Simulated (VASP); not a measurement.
# Re (Fm-3m) in VASP: a series of runs

The runs below take Re through single point, with r2SCAN.

Program: VASP 6.6.1. These are calculated values, not measurements. Logs are shortened: lines on timing, memory, paths and dates and some standing lists are left out, and cuts for length are marked.

### 1 The cell of the first run

It takes space group Fm-3m (No. 225, cubic). The conventional cell has a = 3.731 Å, b = 3.731 Å, c = 3.731 Å, α = 90.00°, β = 90.00°, γ = 90.00°. Within 3.5 Å of Re (site symmetry m-3m) lie 12 Re at 2.64 Å.

This isn't the form of Re at room conditions, which is hcp.

### 2 Single point, r2SCAN (12.98 Å³/atom)

Contents of POSCAR:

```
Re
1.0
    0.0000000000      1.8655130187      1.8655130187
    1.8655130187      0.0000000000      1.8655130187
    1.8655130187      1.8655130187      0.0000000000
Re
1
Direct
    0.0000000000      0.0000000000      0.0000000000
```

Contents of INCAR.step1:

```
SYSTEM = Re
  PREC = Accurate
  ENCUT = 520
  ISMEAR = 0
  SIGMA = 0.1
  LREAL = .FALSE.
  LASPH = .TRUE.
  NELM = 80
  NBANDS = 10
  GGA = PE
  ALGO = Normal
  EDIFF = 1E-4
  LWAVE = .TRUE.
  LCHARG = .FALSE.
```

Contents of INCAR.step2:

```
SYSTEM = Re
  PREC = Accurate
  ENCUT = 520
  EDIFF = 1E-7
  ISMEAR = 0
  SIGMA = 0.1
  LREAL = .FALSE.
  LASPH = .TRUE.
  NELM = 80
  ALGO = Normal
  ISIF = 2
  LWAVE = .FALSE.
  LCHARG = .FALSE.
  METAGGA = R2SCAN
  LMIXTAU = .TRUE.
  NBANDS = 10
  ISTART = 1
```

Contents of KPOINTS:

```
Automatic mesh
0
G
  18 18 18
  0 0 0
```

Potentials or basis: VASP PAW PBE potentials, release 64 (Re).

The run is started by

```bash
> cat potpaw_PBE.64/Re/POTCAR > POTCAR
> cp INCAR.step1 INCAR
> mpirun -np 1 vasp_std > vasp.out
> cp INCAR.step2 INCAR
> mpirun -np 1 vasp_std > vasp.out
```

OUTCAR:

```text
SYSTEM = Re
   PREC = Accurate
   ENCUT = 520
   EDIFF = 1E-7
   ISMEAR = 0
   LREAL = .FALSE.
   LASPH = .TRUE.
   NELM = 80
   ISIF = 2
   METAGGA = R2SCAN
   ISTART = 1

 ion  position               nearest neighbor table
   1  0.000  0.000  0.000-

  LATTYP: Found a face centered cubic cell.
 ALAT       =     3.7310260374

  Lattice vectors:

 A1 = (   0.0000000000,   1.8655130187,   1.8655130187)
 A2 = (   1.8655130187,   0.0000000000,   1.8655130187)
 A3 = (   1.8655130187,   1.8655130187,   0.0000000000)

Analysis of symmetry for initial positions (statically):
=====================================================================
 Subroutine PRICEL returns:
 Original cell was already a primitive cell.

 Routine SETGRP: Setting up the symmetry group for a
 face centered cubic supercell.

 Subroutine GETGRP returns: Found 48 space group operations
 (whereof 48 operations were pure point group operations)
 out of a pool of 48 trial point group operations.

The static configuration has the point symmetry O_h .

Analysis of symmetry for dynamics (positions and initial velocities):
=====================================================================
 Subroutine PRICEL returns:
 Original cell was already a primitive cell.

 Routine SETGRP: Setting up the symmetry group for a
 face centered cubic supercell.

 Subroutine GETGRP returns: Found 48 space group operations
 (whereof 48 operations were pure point group operations)
 out of a pool of 48 trial point group operations.

The dynamic configuration has the point symmetry O_h .

 Subroutine INISYM returns: Found 48 space group operations
 (whereof 48 operations are pure point group operations),
 and found     1 'primitive' translations

----------------------------------------------------------------------------------------

                                     Primitive cell

  volume of cell :      12.9845

  direct lattice vectors                    reciprocal lattice vectors
     0.000000000  1.865513019  1.865513019    -0.268022788  0.268022788  0.268022788
     1.865513019  0.000000000  1.865513019     0.268022788 -0.268022788  0.268022788
     1.865513019  1.865513019  0.000000000     0.268022788  0.268022788 -0.268022788

  length of vectors
     2.638233812  2.638233812  2.638233812     0.464229086  0.464229086  0.464229086

  position of ions in fractional coordinates (direct lattice)
     0.000000000  0.000000000  0.000000000

  ion indices of the primitive-cell ions
   primitive index   ion index
                 1           1

----------------------------------------------------------------------------------------

 KPOINTS: Automatic mesh

Automatic generation of k-mesh.
 Grid dimensions read from file:
 generate k-points for:   18   18   18

 Generating k-lattice:

  Cartesian coordinates                     Fractional coordinates (reciprocal lattice)
    -0.014890155  0.014890155  0.014890155     0.055555556  0.000000000  0.000000000
     0.014890155 -0.014890155  0.014890155     0.000000000  0.055555556  0.000000000
     0.014890155  0.014890155 -0.014890155     0.000000000  0.000000000  0.055555556

  Length of vectors
     0.025790505  0.025790505  0.025790505

  Shift w.r.t. Gamma in fractional coordinates (k-lattice)
     0.000000000  0.000000000  0.000000000

 Subroutine IBZKPT returns following result:
 ===========================================

 Found    195 irreducible k-points:

 Following reciprocal coordinates:
            Coordinates               Weight
  0.000000  0.000000  0.000000      1.000000
  0.055556  0.000000  0.000000      8.000000
  0.111111  0.000000  0.000000      8.000000
  0.166667  0.000000  0.000000      8.000000
  0.222222  0.000000  0.000000      8.000000
  0.277778  0.000000  0.000000      8.000000
[... 16 lines left out ...]
 -0.277778  0.055556  0.000000     24.000000
 -0.222222  0.055556  0.000000     24.000000
 [... further k-points ...]
   k-points           NKPTS =    195   k-points in BZ     NKDIM =    195   number of bands    NBANDS=     10
   number of dos      NEDOS =    301   number of ions     NIONS =      1
   total plane-waves  NPLWV =   8000
   dimension x,y,z NGX =    20 NGY =   20 NGZ =   20
   dimension x,y,z NGXF=    40 NGYF=   40 NGZF=   40
   ions per type =               1
   NGX,Y,Z   is equivalent  to a cutoff of  12.60, 12.60, 12.60 a.u.
   NGXF,Y,Z  is equivalent  to a cutoff of  25.21, 25.21, 25.21 a.u.
 SYSTEM =  Re
   PREC   = accura    normal or accurate (medium, high low for compatibility)
   ISTART =      1    job   : 0-new  1-cont  2-samecut
   ICHARG =      0    charge: 1-file 2-atom 10-const
   ISPIN  =      1    spin polarized calculation?
   LNONCOLLINEAR =      F non collinear calculations
   LSORBIT =      F    spin-orbit coupling
   LASPH  =      T    aspherical Exc in radial PAW
   ENCUT  =  520.0 eV  38.22 Ry    6.18 a.u.   4.91  4.91  4.91*2*pi/ulx,y,z
   NELM   =     80;   NELMIN=  2; NELMDL=  0     # of ELM steps
   EDIFF  = 0.1E-06   stopping-criterion for ELM
   LREAL  =      F    real-space projection
   EDIFFG = 0.1E-05   stopping-criterion for IOM
   NSW    =      0    number of steps for IOM
   IBRION =     -1    ionic relax: 0-MD 1-quasi-New 2-CG
   NFREE  =      0    steps in history (QN), initial steepest desc. (CG)
   ISIF   =      2    stress and relaxation
   ISYM   =      2    0-nonsym 1-usesym 2-fastsym
   POTIM  = 0.5000    time-step for ionic-motion
   TEBEG  =    0.0;   TEEND  =   0.0 temperature during run
   PSTRESS=    0.0 pullay stress
   NELECT =       7.0000    total number of electrons
   NUPDOWN=      -1.0000    fix difference up-down
   EMIN   =  10.00;   EMAX   =-10.00  energy-range for DOS
   EFERMI =   0.00;   METHOD = LEGACY
   ISMEAR =     0;   SIGMA  =   0.10  broadening in eV -4-tet -1-fermi 0-gaus
   EFERMI_NEDOS =   21; number of points for ismear=-14 and -15
   IALGO  =     38    algorithm
   IMIX   =      4    mixing-type and parameters
     AMIX     =   0.40;   BMIX     =  1.00
     AMIX_MAG =   1.60;   BMIX_MAG =  1.00
  volume/ion in A,a.u.               =      12.98        87.62
  Fermi-wavevector in a.u.,A,eV,Ry     =   1.332394  2.517859 24.154054  1.775273
  Thomas-Fermi vector in A             =   2.461332
   LORBIT       =      0    0 simple, 1 ext, 2 COOP (PROOUT), +10 PAW based schemes
   METAGGA = R2SCAN    functional components
   LHFCALC =     F    Hartree Fock is set to
   AEXX    =    0.0000 exact exchange contribution
   IVDW    =     0    specifies the selected vdW correction
   LEPSILON=     F    determine dielectric tensor
   LRPA    =     F    only Hartree local field effects (RPA)
 non-spin polarized calculation
 Gauss-broadening in eV      SIGMA  =   0.10
  energy-cutoff  :      520.00
  volume of cell :       12.98
 maximum number of plane-waves:       361
   NGX =  9   NGY =  9   NGZ =  9

 number of electron       7.0000000 magnetization

 Free energy of the ion-electron system (eV)
  ---------------------------------------------------
  ext. energy  EPLUGINS =         0.00000000
  ---------------------------------------------------
  free energy    TOTEN  =       -52.06351173 eV

  energy without entropy =      -52.06014326  energy(sigma->0) =      -52.06182750

 E-fermi :   9.6544     XC(G=0): -15.7804

 val. band max:        9.6151002692   @ k =   0.4444   0.0000   0.0000
 cond. band min:       9.6603684870   @ k =  -0.1667   0.2222   0.0556
 fundamental gap:      0.0452682178
 Fermi energy:         9.6544276918

 k-point     1 :       0.0000    0.0000    0.0000
  band No.  band energies     occupation
      1      -1.9031      2.00000
      2       7.2057      2.00000
      3       7.2057      2.00000
      4       7.2057      2.00000
      5      11.2882      0.00000
      6      11.2882      0.00000
      7      24.2159      0.00000
      8      31.0967      0.00000
      9      31.0967      0.00000
     10      31.0967      0.00000

 k-point     2 :       0.0556    0.0000    0.0000
  band No.  band energies     occupation
      1      -1.7279      2.00000
      2       7.0781      2.00000
      3       7.2896      2.00000
      4       7.2896      2.00000
      5      11.2124      0.00000
      6      11.2124      0.00000
      7      24.5661      0.00000
      8      30.1942      0.00000
      9      31.4220      0.00000
     10      31.4220      0.00000

 k-point     3 :       0.1111    0.0000    0.0000
  band No.  band energies     occupation
      1      -1.2254      2.00000
      2       6.7556      2.00000
      3       7.5092      2.00000
      4       7.5092      2.00000
      5      11.0410      0.00000
      6      11.0410      0.00000
      7      25.5065      0.00000
      8      28.6465      0.00000
      9      32.3654      0.00000
     10      32.3654      0.00000

 k-point     4 :       0.1667    0.0000    0.0000
  band No.  band energies     occupation
      1      -0.4743      2.00000
      2       6.3948      2.00000
      3       7.7536      2.00000
      4       7.7536      2.00000
      5      10.9399      0.00000
      6      10.9399      0.00000
      7      26.1943      0.00000
      8      27.8634      0.00000
      9      33.8439      0.00000
     10      33.8439      0.00000
[... 222 lines left out ...]
 k-point    22 :      -0.3333    0.0556    0.0000
  band No.  band energies     occupation
      1       1.5849      2.00000
      2       7.2463      2.00000
      3       7.4621      2.00000
      4       7.4748      2.00000
      5      12.3311      0.00000
      6      13.6911      0.00000
      7      23.2261      0.00000
      8      27.6742      0.00000
      9      34.3372      0.00000
     10      36.5926      0.00000

 k-point    23 :      -0.2778    0.0556    0.0000
  band No.  band energies     occupation
      1       1.3573      2.00000
      2       6.5087      2.00000
      3       7.5485      2.00000
      4       7.7378      2.00000
      5      11.3750      0.00000
      6      12.7895      0.00000
      7      24.0687      0.00000
      8      29.4960      0.00000
      9      35.5981      0.00000
     10      36.5019      0.00000

 k-point    24 :      -0.2222    0.0556    0.0000
  band No.  band energies     occupation
      1       0.7739      2.00000
      2       6.0813      2.00000
      3       7.7934      2.00000
      4       7.9494      2.00000
      5      10.6584      0.00000
      6      11.9981      0.00000
      7      25.1160      0.00000
      8      29.5596      0.00000
      9      35.0150      0.00000
     10      36.9708      0.00000

 [... further k-points ...]

------------------------ aborting loop because EDIFF is reached ----------------------------------------

  FORCE on cell =-STRESS in cart. coord.  units (eV):
  Direction    XX          YY          ZZ          XY          YZ          ZX
  --------------------------------------------------------------------------------------
  -------------------------------------------------------------------------------------
  Total        5.3723820      5.3723820      5.3723820     -0.0000000     -0.0000000      0.0000000
  in kB      662.9070236    662.9070236    662.9070236     -0.0000000     -0.0000000      0.0000000
  external PRESSURE =     662.9070236 kB  Pullay stress =       0.0000000 kB

 VOLUME and BASIS-vectors are now :
 -----------------------------------------------------------------------------
  energy-cutoff  :      520.00
  volume of cell :       12.98
      direct lattice vectors                 reciprocal lattice vectors
     0.000000000  1.865513019  1.865513019    -0.268022788  0.268022788  0.268022788
     1.865513019  0.000000000  1.865513019     0.268022788 -0.268022788  0.268022788
     1.865513019  1.865513019  0.000000000     0.268022788  0.268022788 -0.268022788

 POSITION                                       TOTAL-FORCE (eV/Angst)
 -----------------------------------------------------------------------------------
      0.00000      0.00000      0.00000         0.000000      0.000000      0.000000
 -----------------------------------------------------------------------------------
    total drift:                                0.000000      0.000000     -0.000000

  FREE ENERGIE OF THE ION-ELECTRON SYSTEM (eV)
  ---------------------------------------------------
  free  energy   TOTEN  =       -52.0635117345 eV

  energy  without entropy=      -52.0601432583  energy(sigma->0) =      -52.06182750
```

It took 2.7 min on 1 thread of Intel Xeon 8259CL, shared host; peak memory 0.15 GiB.

What came out:

- Free energy: -52.0635 eV
- Pressure: 66.3 GPa
- Band gap on the k mesh: zero (an odd number of electrons rules out a gap without spin polarisation)

Caveat: the cell stands under pressure; the PAW data sets were made with another functional, which shifts forces and pressure a little; spin-orbit coupling is left out, which moves the levels of the heavy elements.

### 3 Single point, r2SCAN (13.43 Å³/atom)

This run uses another cell than the first one, of 13.43 Å³/atom.

Contents of POSCAR:

```
Re
1.0
    0.0000000000      1.8864755938      1.8864755938
    1.8864755938      0.0000000000      1.8864755938
    1.8864755938      1.8864755938      0.0000000000
Re
1
Direct
    0.0000000000      0.0000000000      0.0000000000
```

Contents of INCAR.step1:

```
PREC     = Accurate       # precision mode
ENCUT    = 520            # plane-wave cutoff, eV
ISMEAR   = 0              # smearing method
SIGMA    = 0.1            # smearing width, eV
LREAL    = F              # projectors in reciprocal space
LASPH    = T              # aspherical terms in the spheres
NELM     = 60             # most SCF steps
NBANDS   = 10             # bands
GGA      = PE             # functional
ALGO     = Normal         # electronic algorithm
EDIFF    = 1E-4           # SCF threshold, eV
LWAVE    = T              # write WAVECAR
LCHARG   = F              # write CHGCAR
```

Contents of INCAR.step2:

```
PREC     = Accurate       # precision mode
ENCUT    = 520            # plane-wave cutoff, eV
EDIFF    = 1E-6           # SCF threshold, eV
ISMEAR   = 0              # smearing method
SIGMA    = 0.1            # smearing width, eV
LREAL    = F              # projectors in reciprocal space
LASPH    = T              # aspherical terms in the spheres
NELM     = 60             # most SCF steps
ALGO     = Normal         # electronic algorithm
ISIF     = 2              # what is computed and relaxed
LWAVE    = F              # write WAVECAR
LCHARG   = F              # write CHGCAR
METAGGA  = R2SCAN         # meta-GGA
LMIXTAU  = T            
NBANDS   = 10             # bands
ISTART   = 1
```

Contents of KPOINTS:

```
Automatic mesh
0
Gamma
  18 18 18
```

Potentials or basis: VASP PAW PBE potentials, release 64 (Re).

The run is started by

```bash
> cat potpaw_PBE.64/Re/POTCAR > POTCAR
> cp INCAR.step1 INCAR
> mpirun -np 1 vasp_std > vasp.out
> cp INCAR.step2 INCAR
> mpirun -np 1 vasp_std > vasp.out
```

Run time: 2.2 min. Hardware: 1 thread of Intel Xeon 8259CL, shared host; peak memory 0.15 GiB.

Results (log left out):

```
Free energy            : -52.2176 eV
Pressure               : 45.6 GPa
Band gap on the k mesh : zero (an odd number of electrons rules out a gap without spin polarisation)
```

Levels at points of the mesh, in eV from the Fermi level:
| k point | band 2 | band 3 | band 4 | band 5 | band 6 | band 7 |
| --- | --- | --- | --- | --- | --- | --- |
| (0.00, 0.00, 0.00) | -2.32 | -2.32 | -2.32 | 1.57 | 1.57 | 14.56 |
| (0.50, 0.00, 0.00) | -2.53 | -2.53 | 0.32 | 4.54 | 4.54 | 11.96 |
| (0.50, 0.50, 0.00) | -7.13 | 3.34 | 4.56 | 5.40 | 5.40 | 13.73 |

Caveat: the cell stands under pressure; the PAW data sets were made with another functional, which shifts forces and pressure a little; spin-orbit coupling is left out, which moves the levels of the heavy elements.
